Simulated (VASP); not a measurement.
# BeTe (l.eB) (F-43m) in VASP: notebook

BeTe (l.eB) is run at these levels: LDA; tasks: single point.

All numbers are computed with VASP 6.6.1; they aren't measurements. Logs are shortened: lines on timing, memory, paths and dates and some standing lists are left out, and cuts for length are marked.

**1. The cell of the first run**

Symmetry: F-43m, No. 216, cubic system. The conventional cell has a = 5.555 Å, b = 5.555 Å, c = 5.555 Å, α = 90.00°, β = 90.00°, γ = 90.00°. Be (site symmetry -43m) has 4 Te at 2.41 Å within 3.2 Å. Within 3.2 Å of Te (site symmetry -43m) lie 4 Be at 2.41 Å.

**2. Single point, LDA**

Contents of INCAR:

```
ALGO = Normal
EDIFF = 1E-6
ENCUT = 600
GGA_COMPAT = F
ISIF = 2
ISMEAR = 0
LASPH = T
LCHARG = F
LREAL = F
LWAVE = F
NBANDS = 16
NELM = 120
PREC = Accurate
SIGMA = 0.1
```

Contents of KPOINTS:

```
k-points
0
Gamma
  4 4 4
```

Contents of POSCAR:

```
BeTe
1.0
    3.9278534239      0.0000000000      0.0000000000
    0.0000000000      5.5548235681      0.0000000000
    0.0000000000      0.0000000000      3.9278534031
Be Te
2 2
Direct
    0.0000000000      0.0000000000      0.0000000000
    0.5000000000      0.5000000000      0.5000075000
    0.5000000000      0.2500000000      0.0000000000
    0.0000000000      0.7500000000      0.5000075000
```

Potentials or basis: VASP PAW LDA potentials, release 64 (Be, Te).

Started as:

```sh
$ cat potpaw_LDA.64/Be/POTCAR potpaw_LDA.64/Te/POTCAR > POTCAR
$ mpirun -np 1 vasp_std > vasp.out
```

OUTCAR:

```text
EDIFF = 1E-6
   ENCUT = 600
   ISIF = 2
   ISMEAR = 0
   LASPH = T
   LREAL = F
   NELM = 120
   PREC = Accurate

 ion  position               nearest neighbor table
   1  0.000  0.000  0.000-   4 2.41   3 2.41   3 2.41   4 2.41
   2  0.500  0.500  0.500-   3 2.41   4 2.41   4 2.41   3 2.41
   3  0.500  0.250  0.000-   2 2.41   1 2.41   1 2.41   2 2.41
   4  0.000  0.750  0.500-   1 2.41   2 2.41   2 2.41   1 2.41

  LATTYP: Found a simple tetragonal cell.
 ALAT       =     3.9278534239
 C/A-ratio  =     1.4142135586

  Lattice vectors:

 A1 = (  -3.9278534239,   0.0000000000,   0.0000000000)
 A2 = (   0.0000000000,   0.0000000000,   3.9278534031)
 A3 = (   0.0000000000,   5.5548235681,   0.0000000000)

Analysis of symmetry for initial positions (statically):
=====================================================================
 Subroutine PRICEL returns:
 Original cell was already a primitive cell.

 Routine SETGRP: Setting up the symmetry group for a
 simple tetragonal supercell.

 Subroutine GETGRP returns: Found  8 space group operations
 (whereof  6 operations were pure point group operations)
 out of a pool of 16 trial point group operations.

The static configuration has the point symmetry C_3h.
 The point group associated with its full space group is D_2d.

Analysis of symmetry for dynamics (positions and initial velocities):
=====================================================================
 Subroutine PRICEL returns:
 Original cell was already a primitive cell.

 Routine SETGRP: Setting up the symmetry group for a
 simple tetragonal supercell.

 Subroutine GETGRP returns: Found  8 space group operations
 (whereof  6 operations were pure point group operations)
 out of a pool of 16 trial point group operations.

The dynamic configuration has the point symmetry C_3h.
 The point group associated with its full space group is D_2d.

 Subroutine INISYM returns: Found  8 space group operations
 (whereof  6 operations are pure point group operations),
 and found     1 'primitive' translations

----------------------------------------------------------------------------------------

                                     Primitive cell

  volume of cell :      85.7000

  direct lattice vectors                    reciprocal lattice vectors
     3.927853424  0.000000000  0.000000000     0.254591985  0.000000000  0.000000000
[... 84 lines left out ...]
   LREAL  =      F    real-space projection
   EDIFFG = 0.1E-04   stopping-criterion for IOM
   NSW    =      0    number of steps for IOM
   IBRION =     -1    ionic relax: 0-MD 1-quasi-New 2-CG
   NFREE  =      0    steps in history (QN), initial steepest desc. (CG)
   ISIF   =      2    stress and relaxation
   ISYM   =      2    0-nonsym 1-usesym 2-fastsym
   POTIM  = 0.5000    time-step for ionic-motion
   TEBEG  =    0.0;   TEEND  =   0.0 temperature during run
   PSTRESS=    0.0 pullay stress
   NELECT =      16.0000    total number of electrons
   NUPDOWN=      -1.0000    fix difference up-down
   EMIN   =  10.00;   EMAX   =-10.00  energy-range for DOS
   EFERMI =   0.00;   METHOD = LEGACY
   ISMEAR =     0;   SIGMA  =   0.10  broadening in eV -4-tet -1-fermi 0-gaus
   EFERMI_NEDOS =   21; number of points for ismear=-14 and -15
   IALGO  =     38    algorithm
   IMIX   =      4    mixing-type and parameters
     AMIX     =   0.40;   BMIX     =  1.00
     AMIX_MAG =   1.60;   BMIX_MAG =  1.00
  volume/ion in A,a.u.               =      21.42       144.58
  Fermi-wavevector in a.u.,A,eV,Ry     =   0.935667  1.768154 11.911525  0.875472
  Thomas-Fermi vector in A             =   2.062598
   LORBIT       =      0    0 simple, 1 ext, 2 COOP (PROOUT), +10 PAW based schemes
   GGA     = CA    functional components
   LHFCALC =     F    Hartree Fock is set to
   AEXX    =    0.0000 exact exchange contribution
   IVDW    =     0    specifies the selected vdW correction
   LEPSILON=     F    determine dielectric tensor
   LRPA    =     F    only Hartree local field effects (RPA)
 non-spin polarized calculation
 Gauss-broadening in eV      SIGMA  =   0.10
  energy-cutoff  :      600.00
  volume of cell :       85.70
 maximum number of plane-waves:      2916
 NGX is ok and might be reduce to    32
   NGX = 15   NGY = 23   NGZ = 15

 number of electron      15.9999998 magnetization

 Free energy of the ion-electron system (eV)
  ---------------------------------------------------
  ext. energy  EPLUGINS =         0.00000000
  ---------------------------------------------------
  free energy    TOTEN  =       -17.39628672 eV

  energy without entropy =      -17.39628672  energy(sigma->0) =      -17.39628672

 E-fermi :   5.8665     XC(G=0):  -9.4280

 val. band max:        5.4252326975   @ k =   0.0000   0.0000   0.0000
 cond. band min:       7.1888414753   @ k =   0.0000   0.0000   0.0000
 fundamental gap:      1.7636087778
 Fermi energy:         5.8664539464

 k-point     1 :       0.0000    0.0000    0.0000
  band No.  band energies     occupation
      1      -7.1718      2.00000
      2      -5.2087      2.00000
      3       0.1191      2.00000
      4       2.6200      2.00000
      5       2.6200      2.00000
      6       5.4244      2.00000
[... 319 lines left out ...]
      3       0.7123      2.00000
      4       0.7123      2.00000
      5       1.4833      2.00000
      6       1.4833      2.00000
[... 8 lines left out ...]
     15      11.7690      0.00000
     16      11.7690      0.00000

------------------------ aborting loop because EDIFF is reached ----------------------------------------

  FORCE on cell =-STRESS in cart. coord.  units (eV):
  Direction    XX          YY          ZZ          XY          YZ          ZX
  --------------------------------------------------------------------------------------
  -------------------------------------------------------------------------------------
  Total        0.3700160     -0.0514249      0.3700160      0.0000000      0.0000000      0.0000000
  in kB        6.9175175     -0.9613975      6.9175175      0.0000000      0.0000000      0.0000000
  external PRESSURE =       4.2912125 kB  Pullay stress =       0.0000000 kB

 VOLUME and BASIS-vectors are now :
 -----------------------------------------------------------------------------
  energy-cutoff  :      600.00
  volume of cell :       85.70
      direct lattice vectors                 reciprocal lattice vectors
     3.927853424  0.000000000  0.000000000     0.254591985  0.000000000  0.000000000
     0.000000000  5.554823568  0.000000000     0.000000000  0.180023720  0.000000000
     0.000000000  0.000000000  3.927853403     0.000000000  0.000000000  0.254591986

 POSITION                                       TOTAL-FORCE (eV/Angst)
 -----------------------------------------------------------------------------------
      0.00000      0.00000      0.00000         0.000000      0.000009      0.000653
      1.96393      2.77741      1.96396         0.000000     -0.000009     -0.000653
      1.96393      1.38871      0.00000         0.000000     -0.000537      0.004003
      0.00000      4.16612      1.96396         0.000000      0.000537     -0.004003
 -----------------------------------------------------------------------------------
    total drift:                                0.000000      0.000000     -0.008049

  FREE ENERGIE OF THE ION-ELECTRON SYSTEM (eV)
  ---------------------------------------------------
  free  energy   TOTEN  =       -17.3962867238 eV

  energy  without entropy=      -17.3962867237  energy(sigma->0) =      -17.39628672
```

stdout:

```text
POSCAR found type information on POSCAR BeTe
 POSCAR found :  2 types and       4 ions
 scaLAPACK will be used
 LDA part: xc-table for (Slater(with rela. corr.)+CA(PZ))
 , standard interpolation
 POSCAR, INCAR and KPOINTS ok, starting setup
 FFT: planning ... GRIDC
 FFT: planning ... GRID_SOFT
 FFT: planning ... GRID
 WAVECAR not read
 entering main loop
```

It took 25 s on 1 thread of Intel Xeon Platinum 8488C (Sapphire Rapids), shared host; peak memory 0.19 GiB.

The run converged, but its numbers aren't listed here, since they failed a check.

Caveat: the result breaks the symmetry of the cell; spin-orbit coupling is left out, which moves the levels of the heavy elements.

**3. Single point, LDA**

Contents of INCAR:

```
ALGO = Normal ; EDIFF = 1E-6
ENCUT = 600 ; GGA = CA
GGA_COMPAT = False ; ISIF = 2
ISMEAR = 0 ; LASPH = True
LCHARG = False ; LREAL = False
LWAVE = False ; NBANDS = 16
NELM = 120 ; PREC = Accurate
SIGMA = 0.02
```

Contents of KPOINTS:

```
k-points
0
Gamma
  8 6 8
```

Contents of POSCAR:

```
BeTe
1.0
    3.9278534135      0.0000000000      0.0000000000
    0.0000000000      5.5548235681      0.0000000000
    0.0000000000      0.0000000000      3.9278534135
Be Te
2 2
Direct
    0.0000000000      0.0000000000      0.0000000000
    0.5000000000      0.5000000000      0.5000000000
    0.5000000000      0.2500000000      0.0000000000
    0.0000000000      0.7500000000      0.5000000000
```

Potentials or basis: VASP PAW LDA potentials, release 64 (Be, Te).

Started as:

```sh
$ cat potpaw_LDA.64/Be/POTCAR potpaw_LDA.64/Te/POTCAR > POTCAR
$ mpirun -np 1 vasp_std > vasp.out
```

Run time: 56 s. Hardware: 1 thread of Intel Xeon Platinum 8488C (Sapphire Rapids), shared host; peak memory 0.24 GiB.

Results (log left out):

```yaml
Free_energy: -17.4541 eV
Pressure: 0.3 GPa
Band_gap_on_the_k_mesh: 1.77 eV
```

Levels at points of the mesh, in eV from the valence-band top:
| k point | band 4 | band 5 | band 6 | band 7 | band 8 | band 9 | band 10 | band 11 | band 12 | band 13 |
| --- | --- | --- | --- | --- | --- | --- | --- | --- | --- | --- |
| (0.00, 0.00, 0.00) | -2.80 | -2.80 | 0.00 | 0.00 | 0.00 | 1.77 | 2.59 | 3.55 | 3.55 | 3.55 |
| (0.50, 0.00, 0.00) | -4.53 | -3.35 | -3.35 | -1.28 | -1.28 | 3.71 | 3.71 | 5.53 | 5.53 | 6.16 |
| (0.00, 0.50, 0.00) | -2.97 | -1.79 | -1.79 | -1.79 | -1.79 | 2.49 | 2.49 | 4.35 | 4.35 | 6.50 |
| (0.50, 0.50, 0.00) | -5.80 | -1.20 | -1.20 | -1.20 | -1.20 | 3.17 | 3.17 | 4.54 | 4.54 | 4.54 |
| (0.50, 0.00, 0.50) | -5.30 | -2.80 | -2.80 | -2.80 | -2.80 | 1.77 | 1.77 | 2.59 | 2.59 | 9.86 |
| (0.50, 0.50, 0.50) | -4.71 | -3.94 | -3.94 | -3.43 | -3.43 | 5.21 | 5.21 | 5.43 | 5.43 | 5.57 |

Caveat: spin-orbit coupling is left out, which moves the levels of the heavy elements. A k mesh can miss the band edges.

(Continued in part 2 of 2.)
